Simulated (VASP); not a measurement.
# Li4C (I4/mmm) in VASP: notebook

The runs below take Li4C through single point, relaxation of cell and atoms, with PBE.

All numbers are computed with VASP 6.6.1; they aren't measurements. Logs are shortened: lines on timing, memory, paths and dates and some standing lists are left out, and cuts for length are marked.

## 1. The cell of the first run

Symmetry: I4/mmm, No. 139, tetragonal system. The conventional cell has a = 4.108 Å, b = 4.108 Å, c = 7.969 Å, α = 90.00°, β = 90.00°, γ = 90.00°. Li (site symmetry 4mm) has 1 C at 2.04 Å within 2.7 Å. Li (site symmetry mmm) has 2 C at 2.05 Å within 2.7 Å. Within 2.7 Å of C (site symmetry 4/mmm) lie 6 Li at 2.04 to 2.05 Å.

## 2. Single point, PBE

INCAR reads:

```
PREC = Accurate
ENCUT = 520
EDIFF = 1E-7
ISMEAR = 0
SIGMA = 0.1
LREAL = F
LASPH = T
NELM = 60
ALGO = Normal
ISIF = 2
LWAVE = F
LCHARG = T
GGA = PE
LELF = T
LVHAR = T
NBANDS = 16
```

KPOINTS reads:

```
regular mesh
0
Gamma
  14 14 14
```

POSCAR reads:

```
Li4C
1.0
   -2.0539141063      2.0539141063      3.9846056321
    2.0539141063     -2.0539141063      3.9846056321
    2.0539141063      2.0539141063     -3.9846056321
Li C
4 1
Direct
    0.7564563081      0.7564563081      0.0000000000
    0.2435436919      0.2435436919      0.0000000000
    0.0000000000      0.5000000000      0.5000000000
    0.5000000000      0.0000000000      0.5000000000
    0.5000000000      0.5000000000      0.0000000000
```

Potentials or basis: VASP PAW PBE potentials, release 64 (Li_sv, C).

Run with:

```console
> cat potpaw_PBE.64/Li_sv/POTCAR potpaw_PBE.64/C/POTCAR > POTCAR
> mpirun -np 1 vasp_std > vasp.out
```

OUTCAR:

```text
PREC = Accurate
   ENCUT = 520
   EDIFF = 1E-7
   ISMEAR = 0
   LREAL = F
   LASPH = T
   NELM = 60
   ISIF = 2
   GGA = PE

 ion  position               nearest neighbor table
   1  0.756  0.756  0.000-   5 2.04
   2  0.244  0.244  0.000-   5 2.04
   3  0.000  0.500  0.500-   5 2.05   5 2.05
   4  0.500  0.000  0.500-   5 2.05   5 2.05
   5  0.500  0.500  0.000-   1 2.04   2 2.04   3 2.05   4 2.05   4 2.05   3 2.05

  LATTYP: Found a body centered tetragonal cell.
 ALAT       =     4.1078282126
 C/A-ratio  =     1.9400059720

  Lattice vectors:

 A1 = (  -2.0539141063,   2.0539141063,   3.9846056321)
 A2 = (   2.0539141063,  -2.0539141063,   3.9846056321)
 A3 = (   2.0539141063,   2.0539141063,  -3.9846056321)

Analysis of symmetry for initial positions (statically):
=====================================================================
 Subroutine PRICEL returns:
 Original cell was already a primitive cell.

 Routine SETGRP: Setting up the symmetry group for a
 body centered tetragonal supercell.

 Subroutine GETGRP returns: Found 16 space group operations
 (whereof 16 operations were pure point group operations)
 out of a pool of 16 trial point group operations.

The static configuration has the point symmetry D_4h.

Analysis of symmetry for dynamics (positions and initial velocities):
=====================================================================
 Subroutine PRICEL returns:
 Original cell was already a primitive cell.

 Routine SETGRP: Setting up the symmetry group for a
 body centered tetragonal supercell.

 Subroutine GETGRP returns: Found 16 space group operations
 (whereof 16 operations were pure point group operations)
 out of a pool of 16 trial point group operations.

The dynamic configuration has the point symmetry D_4h.

 Subroutine INISYM returns: Found 16 space group operations
 (whereof 16 operations are pure point group operations),
 and found     1 'primitive' translations

----------------------------------------------------------------------------------------

                                     Primitive cell

  volume of cell :      67.2372

  direct lattice vectors                    reciprocal lattice vectors
    -2.053914106  2.053914106  3.984605632     0.000000000  0.243437639  0.125482933
     2.053914106 -2.053914106  3.984605632     0.243437639  0.000000000  0.125482933
     2.053914106  2.053914106 -3.984605632     0.243437639  0.243437639  0.000000000

  length of vectors
     4.930943962  4.930943962  4.930943962     0.273875611  0.273875611  0.344272810

  position of ions in fractional coordinates (direct lattice)
     0.756456308  0.756456308  0.000000000
     0.243543692  0.243543692  0.000000000
     0.000000000  0.500000000  0.500000000
     0.500000000  0.000000000  0.500000000
     0.500000000  0.500000000  0.000000000

  ion indices of the primitive-cell ions
   primitive index   ion index
                 1           1
                 2           2
                 3           3
                 4           4
                 5           5

----------------------------------------------------------------------------------------

 KPOINTS: regular mesh

Automatic generation of k-mesh.
 Grid dimensions read from file:
 generate k-points for:   14   14   14

 Generating k-lattice:

  Cartesian coordinates                     Fractional coordinates (reciprocal lattice)
     0.000000000  0.017388403  0.008963067     0.071428571  0.000000000  0.000000000
     0.017388403  0.000000000  0.008963067     0.000000000  0.071428571  0.000000000
     0.017388403  0.017388403  0.000000000     0.000000000  0.000000000  0.071428571

  Length of vectors
     0.019562544  0.019562544  0.024590915

  Shift w.r.t. Gamma in fractional coordinates (k-lattice)
     0.000000000  0.000000000  0.000000000

 Subroutine IBZKPT returns following result:
 ===========================================

 Found    244 irreducible k-points:

 Following reciprocal coordinates:
            Coordinates               Weight
  0.000000  0.000000  0.000000      1.000000
  0.071429  0.000000 -0.000000      8.000000
  0.142857  0.000000 -0.000000      8.000000
  0.214286  0.000000 -0.000000      8.000000
  0.285714  0.000000 -0.000000      8.000000
  0.357143  0.000000 -0.000000      8.000000
[... 16 lines left out ...]
  0.214286  0.142857  0.000000     16.000000
  0.285714  0.142857 -0.000000     16.000000
 [... further k-points ...]
   k-points           NKPTS =    244   k-points in BZ     NKDIM =    244   number of bands    NBANDS=     16
   number of dos      NEDOS =    301   number of ions     NIONS =      5
   total plane-waves  NPLWV =  64000
   dimension x,y,z NGX =    40 NGY =   40 NGZ =   40
   dimension x,y,z NGXF=    80 NGYF=   80 NGZF=   80
   ions per type =               4   1
   NGX,Y,Z   is equivalent  to a cutoff of  13.49, 13.49, 13.49 a.u.
   NGXF,Y,Z  is equivalent  to a cutoff of  26.97, 26.97, 26.97 a.u.
 SYSTEM =  unknown system
   PREC   = accura    normal or accurate (medium, high low for compatibility)
   ISTART =      0    job   : 0-new  1-cont  2-samecut
   ICHARG =      2    charge: 1-file 2-atom 10-const
   ISPIN  =      1    spin polarized calculation?
   LNONCOLLINEAR =      F non collinear calculations
   LSORBIT =      F    spin-orbit coupling
   LASPH  =      T    aspherical Exc in radial PAW
   ENCUT  =  520.0 eV  38.22 Ry    6.18 a.u.   9.17  9.17  9.17*2*pi/ulx,y,z
   NELM   =     60;   NELMIN=  2; NELMDL= -5     # of ELM steps
   EDIFF  = 0.1E-06   stopping-criterion for ELM
   LREAL  =      F    real-space projection
   EDIFFG = 0.1E-05   stopping-criterion for IOM
   NSW    =      0    number of steps for IOM
   IBRION =     -1    ionic relax: 0-MD 1-quasi-New 2-CG
   NFREE  =      0    steps in history (QN), initial steepest desc. (CG)
   ISIF   =      2    stress and relaxation
   ISYM   =      2    0-nonsym 1-usesym 2-fastsym
   POTIM  = 0.5000    time-step for ionic-motion
   TEBEG  =    0.0;   TEEND  =   0.0 temperature during run
   PSTRESS=    0.0 pullay stress
   NELECT =      16.0000    total number of electrons
   NUPDOWN=      -1.0000    fix difference up-down
   EMIN   =  10.00;   EMAX   =-10.00  energy-range for DOS
   EFERMI =   0.00;   METHOD = LEGACY
   ISMEAR =     0;   SIGMA  =   0.10  broadening in eV -4-tet -1-fermi 0-gaus
   EFERMI_NEDOS =   21; number of points for ismear=-14 and -15
   IALGO  =     38    algorithm
   IMIX   =      4    mixing-type and parameters
     AMIX     =   0.40;   BMIX     =  1.00
     AMIX_MAG =   1.60;   BMIX_MAG =  1.00
  volume/ion in A,a.u.               =      13.45        90.75
  Fermi-wavevector in a.u.,A,eV,Ry     =   1.014483  1.917095 14.002792  1.029176
  Thomas-Fermi vector in A             =   2.147713
   LORBIT       =      0    0 simple, 1 ext, 2 COOP (PROOUT), +10 PAW based schemes
   GGA     = PE    functional components
   LHFCALC =     F    Hartree Fock is set to
   AEXX    =    0.0000 exact exchange contribution
   IVDW    =     0    specifies the selected vdW correction
   LEPSILON=     F    determine dielectric tensor
   LRPA    =     F    only Hartree local field effects (RPA)
 non-spin polarized calculation
 Gauss-broadening in eV      SIGMA  =   0.10
  energy-cutoff  :      520.00
  volume of cell :       67.24
 maximum number of plane-waves:      1846
 NGX is ok and might be reduce to    40
   NGX = 19   NGY = 19   NGZ = 19

 number of electron      16.0000006 magnetization

 Free energy of the ion-electron system (eV)
  ---------------------------------------------------
  ext. energy  EPLUGINS =         0.00000000
  ---------------------------------------------------
  free energy    TOTEN  =       -15.47212294 eV

  energy without entropy =      -15.47188812  energy(sigma->0) =      -15.47200553

 E-fermi :   1.2155     XC(G=0):  -8.1251

 val. band max:        1.1414706075   @ k =   0.5000   0.5000  -0.0000
 cond. band min:       1.2512087178   @ k =  -0.0714  -0.0714   0.0714
 fundamental gap:      0.1097381104
 Fermi energy:         1.2154602846

 k-point     1 :       0.0000    0.0000    0.0000
  band No.  band energies     occupation
      1     -44.4516      2.00000
      2     -44.4290      2.00000
      3     -43.1757      2.00000
      4     -43.1496      2.00000
      5      -6.9750      2.00000
      6       0.4688      2.00000
[... 8 lines left out ...]
     15       9.3702      0.00000
     16       9.3702      0.00000

 k-point     2 :       0.0714    0.0000   -0.0000
  band No.  band energies     occupation
      1     -44.4513      2.00000
      2     -44.4293      2.00000
      3     -43.1753      2.00000
      4     -43.1499      2.00000
      5      -6.9701      2.00000
      6       0.3321      2.00000
[... 8 lines left out ...]
     15       9.1502      0.00000
     16       9.4957      0.00000

 k-point     3 :       0.1429    0.0000   -0.0000
  band No.  band energies     occupation
      1     -44.4504      2.00000
      2     -44.4300      2.00000
      3     -43.1744      2.00000
      4     -43.1508      2.00000
      5      -6.9564      2.00000
      6      -0.0486      2.00000
[... 8 lines left out ...]
     15       8.6710      0.00000
     16       9.8528      0.00000

 k-point     4 :       0.2143    0.0000   -0.0000
  band No.  band energies     occupation
      1     -44.4490      2.00000
      2     -44.4313      2.00000
      3     -43.1729      2.00000
      4     -43.1524      2.00000
      5      -6.9364      2.00000
      6      -0.3903      2.00000
[... 8 lines left out ...]
     15       9.5262      0.00000
     16      10.3848      0.00000
[... 324 lines left out ...]
 k-point    22 :       0.1429    0.1429    0.0000
  band No.  band energies     occupation
      1     -44.4493      2.00000
      2     -44.4310      2.00000
      3     -43.1733      2.00000
      4     -43.1520      2.00000
      5      -6.9301      2.00000
      6      -0.3874      2.00000
[... 8 lines left out ...]
     15       9.7788      0.00000
     16       9.8972      0.00000

 k-point    23 :       0.2143    0.1429    0.0000
  band No.  band energies     occupation
      1     -44.4479      2.00000
      2     -44.4322      2.00000
      3     -43.1719      2.00000
      4     -43.1534      2.00000
      5      -6.9118      2.00000
      6      -0.5652      2.00000
[... 8 lines left out ...]
     15      10.1187      0.00000
     16      10.5860      0.00000

 k-point    24 :       0.2857    0.1429   -0.0000
  band No.  band energies     occupation
      1     -44.4462      2.00000
      2     -44.4337      2.00000
      3     -43.1701      2.00000
      4     -43.1553      2.00000
      5      -6.8947      2.00000
      6      -0.7048      2.00000
[... 8 lines left out ...]
     15      10.9897      0.00000
     16      11.0054      0.00000

 [... further k-points ...]

------------------------ aborting loop because EDIFF is reached ----------------------------------------

  FORCE on cell =-STRESS in cart. coord.  units (eV):
  Direction    XX          YY          ZZ          XY          YZ          ZX
  --------------------------------------------------------------------------------------
  -------------------------------------------------------------------------------------
  Total        0.0016034      0.0016034     -0.0212666      0.0000000     -0.0000000      0.0000000
  in kB        0.0382067      0.0382067     -0.5067567      0.0000000     -0.0000000      0.0000000
  external PRESSURE =      -0.1434478 kB  Pullay stress =       0.0000000 kB

 VOLUME and BASIS-vectors are now :
 -----------------------------------------------------------------------------
  energy-cutoff  :      520.00
  volume of cell :       67.24
      direct lattice vectors                 reciprocal lattice vectors
    -2.053914106  2.053914106  3.984605632     0.000000000  0.243437639  0.125482933
     2.053914106 -2.053914106  3.984605632     0.243437639  0.000000000  0.125482933
     2.053914106  2.053914106 -3.984605632     0.243437639  0.243437639  0.000000000

 POSITION                                       TOTAL-FORCE (eV/Angst)
 -----------------------------------------------------------------------------------
      0.00000      0.00000      6.02836        -0.000000     -0.000000      0.007648
      0.00000      0.00000      1.94085        -0.000000     -0.000000     -0.007648
      2.05391      0.00000      0.00000         0.000000      0.000000     -0.000000
      0.00000      2.05391      0.00000         0.000000      0.000000      0.000000
      0.00000      0.00000      3.98461         0.000000      0.000000      0.000000
 -----------------------------------------------------------------------------------
    total drift:                               -0.000000     -0.000000     -0.000000

  FREE ENERGIE OF THE ION-ELECTRON SYSTEM (eV)
  ---------------------------------------------------
  free  energy   TOTEN  =       -15.4721229398 eV

  energy  without entropy=      -15.4718881236  energy(sigma->0) =      -15.47200553
```

Wall time 4.8 min (1 thread of Intel Xeon Platinum 8488C (Sapphire Rapids), shared host); peak memory 0.37 GiB.

Results:

```yaml
Free_energy: -15.4721 eV
Largest_force: 0.008 eV/Å
Band_gap_on_the_k_mesh: zero (bands 8 and 9 overlap by 0.13 eV)
```

Forces on the atoms (eV/Å):
```
Li   0.000  0.000  0.008
Li   0.000  0.000 -0.008
Li   0.000  0.000  0.000
Li   0.000  0.000  0.000
C    0.000  0.000  0.000
```

Levels at points of the mesh, in eV from the Fermi level:
```tsv
k point	band 6	band 7	band 8	band 9	band 10	band 11
(0.00, 0.00, 0.00)	-0.75	-0.40	-0.40	-0.20	4.47	4.47
(0.50, 0.00, 0.00)	-2.22	-0.68	-0.25	0.88	3.70	4.83
(0.50, 0.50, 0.00)	-1.49	-0.17	-0.07	0.37	0.65	4.22
(0.50, 0.50, 0.50)	-2.55	-0.95	-0.95	2.03	3.38	5.94
```

Caveat: the cutoff is under 1.25 times the usual one of these potentials, so pressure, stress and relaxed cells hold a basis-set (Pulay) error.

## 3. Relaxation of cell and atoms, PBE

This run uses another cell than the first one, of 13.32 Å³/atom.

INCAR reads:

```
SYSTEM = Li4C
ALGO = Normal
EDIFF = 1E-7
EDIFFG = -0.01
ENCUT = 600
GGA = PE
IBRION = 2
ISIF = 3
ISMEAR = 0
LASPH = .True.
LCHARG = .False.
LREAL = .False.
LWAVE = .False.
NELM = 100
NSW = 100
PREC = Accurate
SIGMA = 0.1
```

KPOINTS reads:

```
k-points
0
Gamma
  14 14 14
  0 0 0
```

POSCAR reads:

```
Li4C
1.0
   -2.0490971927      2.0490971927      3.9662610966
    2.0490971927     -2.0490971927      3.9662610966
    2.0490971927      2.0490971927     -3.9662610966
Li C
4 1
Direct
    0.7572703635      0.7572703635      0.0000000000
    0.2427296365      0.2427296365      0.0000000000
    0.0000000000      0.5000000000      0.5000000000
    0.5000000000      0.0000000000      0.5000000000
    0.5000000000      0.5000000000      0.0000000000
```

Potentials or basis: VASP PAW PBE potentials, release 64 (Li_sv, C).

Run with:

```console
> cat potpaw_PBE.64/Li_sv/POTCAR potpaw_PBE.64/C/POTCAR > POTCAR
> mpirun -np 1 vasp_std > vasp.out
```

OUTCAR:

```text
SYSTEM = Li4C
   EDIFF = 1E-7
   EDIFFG = -0.01
   ENCUT = 600
   GGA = PE
   IBRION = 2
   ISIF = 3
   ISMEAR = 0
   LASPH = .True.
   LREAL = .False.
   NELM = 100
   NSW = 100
   PREC = Accurate

 ion  position               nearest neighbor table
   1  0.757  0.757  0.000-   5 2.04
   2  0.243  0.243  0.000-   5 2.04
   3  0.000  0.500  0.500-   5 2.05   5 2.05
   4  0.500  0.000  0.500-   5 2.05   5 2.05
[... 609 lines left out ...]
 [... further k-points ...]
[... 5 lines left out ...]
  --------------------------------------------------------------------------------------
  -------------------------------------------------------------------------------------
  Total        0.0350795      0.0350795      0.0268478      0.0000000      0.0000000      0.0000000
  in kB        0.8421786      0.8421786      0.6445544      0.0000000      0.0000000      0.0000000
  external PRESSURE =       0.7763039 kB  Pullay stress =       0.0000000 kB

 VOLUME and BASIS-vectors are now :
 -----------------------------------------------------------------------------
  energy-cutoff  :      600.00
  volume of cell :       66.74
      direct lattice vectors                 reciprocal lattice vectors
    -2.050324419  2.050324419  3.968761687     0.000000000  0.243863847  0.125983881
     2.050324419 -2.050324419  3.968761687     0.243863847  0.000000000  0.125983881
     2.050324419  2.050324419 -3.968761687     0.243863847  0.243863847  0.000000000

 POSITION                                       TOTAL-FORCE (eV/Angst)
 -----------------------------------------------------------------------------------
      2.05032      2.05032      2.04271         0.000000      0.000000      0.004397
      0.00000      0.00000      1.92605         0.000000      0.000000     -0.004397
      0.00000      2.05032      3.96876        -0.000000     -0.000000     -0.000000
      2.05032      0.00000      3.96876        -0.000000     -0.000000     -0.000000
      2.05032      2.05032      0.00000        -0.000000     -0.000000     -0.000000
 -----------------------------------------------------------------------------------
    total drift:                                0.000000      0.000000     -0.000000

  FREE ENERGIE OF THE ION-ELECTRON SYSTEM (eV)
  ---------------------------------------------------
  free  energy   TOTEN  =       -15.4721584617 eV

  energy  without entropy=      -15.4719480428  energy(sigma->0) =      -15.47205325

 reached required accuracy - stopping structural energy minimisation
```

CONTCAR:

```text
Li4C
   1.00000000000000
    -2.0503244194621288    2.0503244194621288    3.9687616868367113
     2.0503244194621288   -2.0503244194621288    3.9687616868367113
     2.0503244194621288    2.0503244194621288   -3.9687616868367113
  Li              C
     4     1
Direct
     0.7573481208480647    0.7573481208480647    1.0000000000000000
     0.2426518791519353    0.2426518791519353    0.0000000000000000
     1.0000000000000000    0.5000000000000000    0.5000000000000000
     0.5000000000000000    1.0000000000000000    0.5000000000000000
     0.5000000000000000    0.5000000000000000    1.0000000000000000

  0.00000000E+00  0.00000000E+00  0.00000000E+00
  0.00000000E+00  0.00000000E+00  0.00000000E+00
  0.00000000E+00  0.00000000E+00  0.00000000E+00
  0.00000000E+00  0.00000000E+00  0.00000000E+00
  0.00000000E+00  0.00000000E+00  0.00000000E+00
```

It took 4.6 min on 1 thread of Intel Xeon Platinum 8488C (Sapphire Rapids), shared host; peak memory 0.39 GiB.

What came out:

```yaml
Free_energy: -15.4722 eV
Relaxed_volume: 13.35 Å³/atom
Relaxed_cell: a = 4.915 Å, b = 4.915 Å, c = 4.915 Å, α = 130.69°, β = 130.69°, γ = 72.30°
Space_group_after_relaxing_to_0.1_Å: I4/mmm (No. 139)
Energy_gained_by_relaxing: 0.0 meV/atom
Ionic_steps: 2
Pressure_after_relaxing: 0.1 GPa
Largest_force_after_relaxing: 0.004 eV/Å
Band_gap_on_the_k_mesh: zero (bands 8 and 9 overlap by 0.11 eV)
```

Forces on the atoms (eV/Å):
```
Li   0.000  0.000  0.004
Li   0.000  0.000 -0.004
Li   0.000  0.000  0.000
Li   0.000  0.000  0.000
C    0.000  0.000  0.000
```

The path:
| step | energy change (eV) | largest force (eV/Å) | pressure (GPa) | volume (Å³) |
| --- | --- | --- | --- | --- |
| 1 | 0.0000 | 0.0128 | 0.15 | 66.61 |
| 2 | -0.0001 | 0.0044 | 0.08 | 66.74 |

Final structure:
```
CELL_PARAMETERS angstrom
-2.05032 2.05032 3.96876
2.05032 -2.05032 3.96876
2.05032 2.05032 -3.96876
ATOMIC_POSITIONS crystal
Li 0.75735 0.75735 0.00000
Li 0.24265 0.24265 0.00000
Li 0.00000 0.50000 0.50000
Li 0.50000 0.00000 0.50000
C 0.50000 0.50000 0.00000
```

Caveat: the cutoff is under 1.25 times the usual one of these potentials, so pressure, stress and relaxed cells hold a basis-set (Pulay) error.

The gap in the log of VASP goes by the Fermi energy; the results here count the filled bands.